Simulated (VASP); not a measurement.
# O (R-3m) in VASP: further runs

Runs on O. Level: LDA. Tasks: single point.

All numbers are computed with VASP 6.6.1; they aren't measurements. Logs are shortened: lines on timing, memory, paths and dates and some standing lists are left out, and cuts for length are marked.

## Step 1: The cell of the first run

It takes space group R-3m (No. 166, trigonal). The conventional cell has a = 2.847 Å, b = 2.847 Å, c = 10.225 Å, α = 90.00°, β = 90.00°, γ = 120.00°. Within 1.6 Å of O (site symmetry 3m) lie 1 O at 1.18 Å.

## Step 2: Single point, LDA

Input file INCAR:

```
PREC = Accurate ; ENCUT = 600
EDIFF = 1E-6 ; ISMEAR = -1
SIGMA = 0.05 ; LREAL = F
LASPH = T ; NELM = 120
ALGO = Normal ; ISIF = 2
LWAVE = F ; LCHARG = F
GGA = CA ; NBANDS = 13
GGA_COMPAT = F
```

Input file KPOINTS:

```
regular mesh
0
Gamma
  8 8 8
```

Input file POSCAR:

```
O
1.0
    1.4233500000      0.8217720000      3.4083000000
   -1.4233500000      0.8217720000      3.4083000000
    0.0000000000     -1.6435430000      3.4083000000
O
2
Direct
    0.0577000000      0.0577000000      0.0577000000
    0.9423000000      0.9423000000      0.9423000000
```

Potentials or basis: VASP PAW LDA potentials, release 64 (O).

On the command line:

```console
> cat potpaw_LDA.64/O/POTCAR > POTCAR
> mpirun -np 1 vasp_std > vasp.out
```

OUTCAR:

```text
PREC = Accurate
   ENCUT = 600
   EDIFF = 1E-6
   ISMEAR = -1
   LREAL = F
   LASPH = T
   NELM = 120
   ISIF = 2
   GGA = CA

 ion  position               nearest neighbor table
   1  0.058  0.058  0.058-   2 1.18
   2  0.942  0.942  0.942-   1 1.18

  LATTYP: Found a trigonal (rhomboedric) cell.
 ALAT       =     3.7838794025
 COS(alpha) =     0.7170048616

  Lattice vectors:

 A1 = (   1.4233500000,   0.8217720000,   3.4083000000)
 A2 = (  -1.4233500000,   0.8217720000,   3.4083000000)
 A3 = (   0.0000000000,  -1.6435430000,   3.4083000000)

Analysis of symmetry for initial positions (statically):
=====================================================================
 Subroutine PRICEL returns:
 Original cell was already a primitive cell.

 Routine SETGRP: Setting up the symmetry group for a
 trigonal (rhombohedral) supercell.

 Subroutine GETGRP returns: Found 12 space group operations
 (whereof 12 operations were pure point group operations)
 out of a pool of 12 trial point group operations.

The static configuration has the point symmetry D_3d.

Analysis of symmetry for dynamics (positions and initial velocities):
=====================================================================
 Subroutine PRICEL returns:
 Original cell was already a primitive cell.

 Routine SETGRP: Setting up the symmetry group for a
 trigonal (rhombohedral) supercell.

 Subroutine GETGRP returns: Found 12 space group operations
 (whereof 12 operations were pure point group operations)
 out of a pool of 12 trial point group operations.

The dynamic configuration has the point symmetry D_3d.

 Subroutine INISYM returns: Found 12 space group operations
 (whereof 12 operations are pure point group operations),
 and found     1 'primitive' translations

----------------------------------------------------------------------------------------

                                     Primitive cell

  volume of cell :      23.9195

  direct lattice vectors                    reciprocal lattice vectors
     1.423350000  0.821772000  3.408300000     0.351283943  0.202813839  0.097800448
    -1.423350000  0.821772000  3.408300000    -0.351283943  0.202813839  0.097800448
     0.000000000 -1.643543000  3.408300000     0.000000000 -0.405627678  0.097800507

  length of vectors
     3.783879402  3.783879402  3.783879290     0.417251470  0.417251470  0.417251426

  position of ions in fractional coordinates (direct lattice)
     0.057700000  0.057700000  0.057700000
     0.942300000  0.942300000  0.942300000

  ion indices of the primitive-cell ions
   primitive index   ion index
                 1           1
                 2           2

----------------------------------------------------------------------------------------

 KPOINTS: regular mesh

Automatic generation of k-mesh.
 Grid dimensions read from file:
 generate k-points for:    8    8    8

 Generating k-lattice:

  Cartesian coordinates                     Fractional coordinates (reciprocal lattice)
     0.043910493  0.025351730  0.012225056     0.125000000  0.000000000  0.000000000
    -0.043910493  0.025351730  0.012225056     0.000000000  0.125000000  0.000000000
     0.000000000 -0.050703460  0.012225063     0.000000000  0.000000000  0.125000000

  Length of vectors
     0.052156434  0.052156434  0.052156428

  Shift w.r.t. Gamma in fractional coordinates (k-lattice)
     0.000000000  0.000000000  0.000000000

 Subroutine IBZKPT returns following result:
 ===========================================

 Found     65 irreducible k-points:

 Following reciprocal coordinates:
            Coordinates               Weight
  0.000000  0.000000  0.000000      1.000000
  0.125000  0.000000  0.000000      6.000000
  0.250000  0.000000  0.000000      6.000000
  0.375000 -0.000000  0.000000      6.000000
  0.500000  0.000000  0.000000      3.000000
  0.125000  0.125000  0.000000      6.000000
[... 16 lines left out ...]
  0.250000  0.125000  0.125000      6.000000
  0.375000  0.125000  0.125000      6.000000
 [... further k-points ...]
   k-points           NKPTS =     65   k-points in BZ     NKDIM =     65   number of bands    NBANDS=     13
   number of dos      NEDOS =    301   number of ions     NIONS =      2
   total plane-waves  NPLWV =  27000
   dimension x,y,z NGX =    30 NGY =   30 NGZ =   30
   dimension x,y,z NGXF=    60 NGYF=   60 NGZF=   60
   ions per type =               2
   NGX,Y,Z   is equivalent  to a cutoff of  13.18, 13.18, 13.18 a.u.
   NGXF,Y,Z  is equivalent  to a cutoff of  26.36, 26.36, 26.36 a.u.
 SYSTEM =  unknown system
   PREC   = accura    normal or accurate (medium, high low for compatibility)
   ISTART =      0    job   : 0-new  1-cont  2-samecut
   ICHARG =      2    charge: 1-file 2-atom 10-const
   ISPIN  =      1    spin polarized calculation?
   LNONCOLLINEAR =      F non collinear calculations
   LSORBIT =      F    spin-orbit coupling
   LASPH  =      T    aspherical Exc in radial PAW
   ENCUT  =  600.0 eV  44.10 Ry    6.64 a.u.   7.56  7.56  7.56*2*pi/ulx,y,z
   NELM   =    120;   NELMIN=  2; NELMDL= -5     # of ELM steps
   EDIFF  = 0.1E-05   stopping-criterion for ELM
   LREAL  =      F    real-space projection
   EDIFFG = 0.1E-04   stopping-criterion for IOM
   NSW    =      0    number of steps for IOM
   IBRION =     -1    ionic relax: 0-MD 1-quasi-New 2-CG
   NFREE  =      0    steps in history (QN), initial steepest desc. (CG)
   ISIF   =      2    stress and relaxation
   ISYM   =      2    0-nonsym 1-usesym 2-fastsym
   POTIM  = 0.5000    time-step for ionic-motion
   TEBEG  =    0.0;   TEEND  =   0.0 temperature during run
   PSTRESS=    0.0 pullay stress
   NELECT =      12.0000    total number of electrons
   NUPDOWN=      -1.0000    fix difference up-down
   EMIN   =  10.00;   EMAX   =-10.00  energy-range for DOS
   EFERMI =   0.00;   METHOD = LEGACY
   ISMEAR =    -1;   SIGMA  =   0.05  broadening in eV -4-tet -1-fermi 0-gaus
   EFERMI_NEDOS =   21; number of points for ismear=-14 and -15
   IALGO  =     38    algorithm
   IMIX   =      4    mixing-type and parameters
     AMIX     =   0.40;   BMIX     =  1.00
     AMIX_MAG =   1.60;   BMIX_MAG =  1.00
  volume/ion in A,a.u.               =      11.96        80.71
  Fermi-wavevector in a.u.,A,eV,Ry     =   1.300822  2.458197 23.022940  1.692138
  Thomas-Fermi vector in A             =   2.431996
   LORBIT       =      0    0 simple, 1 ext, 2 COOP (PROOUT), +10 PAW based schemes
   GGA     = CA    functional components
   LHFCALC =     F    Hartree Fock is set to
   AEXX    =    0.0000 exact exchange contribution
   IVDW    =     0    specifies the selected vdW correction
   LEPSILON=     F    determine dielectric tensor
   LRPA    =     F    only Hartree local field effects (RPA)
 non-spin polarized calculation
  energy-cutoff  :      600.00
  volume of cell :       23.92
 maximum number of plane-waves:       818
   NGX = 15   NGY = 15   NGZ = 15

 number of electron      12.0000001 magnetization

 Free energy of the ion-electron system (eV)
  ---------------------------------------------------
  ext. energy  EPLUGINS =         0.00000000
  ---------------------------------------------------
  free energy    TOTEN  =       -10.51391613 eV

  energy without entropy =      -10.49404273  energy(sigma->0) =      -10.50397943

 E-fermi :   0.0942     XC(G=0):  -9.9206

 val. band max:        0.0936040398   @ k =   0.5000   0.3750   0.2500
 cond. band min:       0.0953805265   @ k =  -0.3750   0.5000   0.3750
 fundamental gap:      0.0017764867
 Fermi energy:         0.0942270909

 k-point     1 :       0.0000    0.0000    0.0000
  band No.  band energies     occupation
      1     -27.8622      2.00000
      2     -13.3221      2.00000
      3      -9.0656      2.00000
      4      -6.4645      2.00000
      5      -6.4645      2.00000
      6       0.6914      0.00001
      7       0.6914      0.00001
      8       8.0026      0.00000
      9      11.6363      0.00000
     10      14.5581      0.00000
     11      18.4354      0.00000
     12      20.9832      0.00000
     13      20.9832      0.00000

 k-point     2 :       0.1250    0.0000    0.0000
  band No.  band energies     occupation
      1     -27.8101      2.00000
      2     -13.3039      2.00000
      3      -8.9783      2.00000
      4      -6.7225      2.00000
      5      -6.5244      2.00000
      6       0.4690      0.00111
      7       0.6154      0.00006
      8       8.4870      0.00000
      9      11.6275      0.00000
     10      14.5971      0.00000
     11      18.3972      0.00000
     12      19.3418      0.00000
     13      21.5880      0.00000

 k-point     3 :       0.2500    0.0000    0.0000
  band No.  band energies     occupation
      1     -27.6812      2.00000
      2     -13.2523      2.00000
      3      -8.8105      2.00000
      4      -7.2656      2.00000
      5      -6.6657      2.00000
      6      -0.0267      1.83638
      7       0.4353      0.00218
      8       9.5635      0.00000
      9      11.5896      0.00000
     10      14.9146      0.00000
     11      16.1002      0.00000
     12      20.1962      0.00000
     13      20.4634      0.00000
[... 305 lines left out ...]
 k-point    23 :       0.2500    0.1250    0.1250
  band No.  band energies     occupation
      1     -27.7929      2.00000
      2     -13.6517      2.00000
      3      -8.4561      2.00000
      4      -6.7742      2.00000
      5      -6.5271      2.00000
      6       0.5768      0.00013
      7       0.6211      0.00005
      8       8.3188      0.00000
      9      11.3517      0.00000
     10      13.5731      0.00000
     11      18.2201      0.00000
     12      21.1740      0.00000
     13      21.4306      0.00000

 k-point    24 :       0.3750    0.1250    0.1250
  band No.  band energies     occupation
      1     -27.6637      2.00000
      2     -13.5843      2.00000
      3      -8.3095      2.00000
      4      -7.3218      2.00000
      5      -6.6688      2.00000
      6       0.0878      1.06451
      7       0.4421      0.00190
      8       9.2286      0.00000
      9      11.6208      0.00000
     10      14.0166      0.00000
     11      15.5207      0.00000
     12      21.6795      0.00000
     13      22.1223      0.00000

 [... further k-points ...]

------------------------ aborting loop because EDIFF is reached ----------------------------------------

  FORCE on cell =-STRESS in cart. coord.  units (eV):
  Direction    XX          YY          ZZ          XY          YZ          ZX
  --------------------------------------------------------------------------------------
  -------------------------------------------------------------------------------------
  Total       -1.7923968     -1.7923975      4.2939874      0.0000000      0.0000004      0.0000000
  in kB     -120.0584689   -120.0585159    287.6202217      0.0000000      0.0000281      0.0000000
  external PRESSURE =      15.8344123 kB  Pullay stress =       0.0000000 kB

 VOLUME and BASIS-vectors are now :
 -----------------------------------------------------------------------------
  energy-cutoff  :      600.00
  volume of cell :       23.92
      direct lattice vectors                 reciprocal lattice vectors
     1.423350000  0.821772000  3.408300000     0.351283943  0.202813839  0.097800448
    -1.423350000  0.821772000  3.408300000    -0.351283943  0.202813839  0.097800448
     0.000000000 -1.643543000  3.408300000     0.000000000 -0.405627678  0.097800507

 POSITION                                       TOTAL-FORCE (eV/Angst)
 -----------------------------------------------------------------------------------
      0.00000      0.00000      0.58998         0.000000      0.000000      3.490083
      0.00000      0.00000      9.63492         0.000000     -0.000000     -3.490083
 -----------------------------------------------------------------------------------
    total drift:                               -0.000000     -0.000000      0.000000

  FREE ENERGIE OF THE ION-ELECTRON SYSTEM (eV)
  ---------------------------------------------------
  free  energy   TOTEN  =       -10.5139161267 eV

  energy  without entropy=      -10.4940427323  energy(sigma->0) =      -10.50397943
```

Wall time 23 s (1 thread of Intel Xeon Platinum 8375C at 2.90GHz (Ice Lake), shared host); peak memory 0.14 GiB.

What came out:

```
Free energy            : -10.5139 eV
Pressure               : 1.6 GPa
Largest force          : 3.490 eV/Å
Band gap on the k mesh : zero (bands 6 and 7 overlap by 1.29 eV)
```

Forces in eV/Å, atoms in the order of the input:
```
O    0.000  0.000  3.490
O    0.000  0.000 -3.490
```

Levels at points of the mesh, in eV from the Fermi level:
```csv
k point,band 4,band 5,band 6,band 7,band 8,band 9
"(0.00, 0.00, 0.00)",-6.56,-6.56,0.60,0.60,7.91,11.54
"(0.50, 0.00, 0.00)",-7.82,-6.95,-0.73,0.09,10.36,12.21
"(0.50, 0.50, 0.00)",-7.17,-7.16,-1.36,0.65,9.94,11.28
"(0.50, 0.50, 0.50)",-6.66,-6.66,0.85,0.85,7.81,8.11
```

Caveat: the standard files for N, O and F lose accuracy on very short bonds; spin is off for a triplet molecule; forces of over 1 eV/Å act on the atoms, so gaps and moduli don't describe the material at rest.

## Step 3: Single point, LDA

This run uses another cell than the first one, of 12.20 Å³/atom.

Input file INCAR:

```
SYSTEM = O
  ALGO = Normal
  EDIFF = 1E-6
  ENCUT = 600
  GGA = CA
  GGA_COMPAT = .False.
  ISIF = 2
  ISMEAR = -1
  LASPH = .True.
  LCHARG = .False.
  LREAL = .False.
  LWAVE = .False.
  NBANDS = 13
  NELM = 120
  PREC = Accurate
  SIGMA = 0.05
```

Input file KPOINTS:

```
k-points
0
Gamma
  8 8 8
  0 0 0
```

Input file POSCAR:

```
O
1.0
    1.4327764337      0.8272143573      3.4308721810
   -1.4327764337      0.8272143573      3.4308721810
    0.0000000000     -1.6544277079      3.4308721810
O
2
Direct
    0.0577000000      0.0577000000      0.0577000000
    0.9423000000      0.9423000000      0.9423000000
```

Potentials or basis: VASP PAW LDA potentials, release 64 (O).

On the command line:

```console
> cat potpaw_LDA.64/O/POTCAR > POTCAR
> mpirun -np 1 vasp_std > vasp.out
```

Wall time 21 s (1 thread of Intel Xeon Platinum 8375C at 2.90GHz (Ice Lake), shared host); peak memory 0.14 GiB.

The run converged. Its results:

```yaml
Free_energy: -10.5170 eV
Pressure: -0.6 GPa
Largest_force: 2.729 eV/Å
Band_gap_on_the_k_mesh: zero (bands 6 and 7 overlap by 1.25 eV)
```

Forces in eV/Å, atoms in the order of the input:
```
O    0.000  0.000  2.729
O    0.000  0.000 -2.729
```

Stress tensor (GPa, compression positive):
```
-11.82   0.00   0.00
  0.00 -11.82   0.00
  0.00   0.00  21.97
```

Levels at points of the mesh, in eV from the Fermi level:
| k point | band 4 | band 5 | band 6 | band 7 | band 8 | band 9 |
| --- | --- | --- | --- | --- | --- | --- |
| (0.00, 0.00, 0.00) | -6.44 | -6.44 | 0.58 | 0.58 | 7.85 | 11.32 |
| (0.50, 0.00, 0.00) | -7.73 | -6.82 | -0.70 | 0.09 | 10.20 | 12.18 |
| (0.50, 0.50, 0.00) | -7.10 | -7.02 | -1.32 | 0.62 | 9.74 | 11.28 |
| (0.50, 0.50, 0.50) | -6.53 | -6.53 | 0.82 | 0.82 | 7.66 | 8.10 |

Caveat: the standard files for N, O and F lose accuracy on very short bonds; spin is off for a triplet molecule; forces of over 1 eV/Å act on the atoms, so gaps and moduli don't describe the material at rest.

## Step 4: Single point, LDA

This run uses another cell than the first one, of 12.44 Å³/atom.

Input file INCAR:

```
SYSTEM = O
PREC = Accurate ; ENCUT = 600
EDIFF = 1E-6 ; ISMEAR = -1
SIGMA = 0.05 ; LREAL = .False.
LASPH = .True. ; NELM = 120
ALGO = Normal ; ISIF = 2
LWAVE = .False. ; LCHARG = .False.
NBANDS = 13 ; GGA_COMPAT = .False.
```

Input file KPOINTS:

```
regular mesh
0
Gamma
  8 8 8
  0 0 0
```

Input file POSCAR:

```
O
1.0
    1.4420804374      0.8325860296      3.4531511960
   -1.4420804374      0.8325860296      3.4531511960
    0.0000000000     -1.6651710460      3.4531511960
O
2
Direct
    0.0577000000      0.0577000000      0.0577000000
    0.9423000000      0.9423000000      0.9423000000
```

On the command line:

```console
> cat potpaw_LDA.64/O/POTCAR > POTCAR
> mpirun -np 1 vasp_std > vasp.out
```

Run time: 15 s. Hardware: 1 thread of Intel Xeon Platinum 8375C at 2.90GHz (Ice Lake), shared host; peak memory 0.15 GiB.

Results (log left out):

| Item | Value |
| --- | --- |
| Free energy | -10.5141 eV |
| Pressure | -2.5 GPa |
| Largest force | 2.018 eV/Å |
| Band gap on the k mesh | zero (bands 6 and 7 overlap by 1.21 eV) |

Forces on the atoms (eV/Å):
```
O    0.000  0.000  2.018
O    0.000  0.000 -2.018
```

Stress tensor (GPa, compression positive):
```
-11.62   0.00   0.00
  0.00 -11.62   0.00
  0.00   0.00  15.79
```

Levels at points of the mesh, in eV from the Fermi level:
```tsv
k point	band 4	band 5	band 6	band 7	band 8	band 9
(0.00, 0.00, 0.00)	-6.32	-6.32	0.56	0.56	7.79	11.10
(0.50, 0.00, 0.00)	-7.64	-6.69	-0.68	0.09	10.04	12.14
(0.50, 0.50, 0.00)	-7.03	-6.89	-1.27	0.60	9.54	11.28
(0.50, 0.50, 0.50)	-6.41	-6.41	0.79	0.79	7.50	8.09
```

Caveat: the standard files for N, O and F lose accuracy on very short bonds; spin is off for a triplet molecule; forces of over 1 eV/Å act on the atoms, so gaps and moduli don't describe the material at rest.

[end of part 1 of 2]
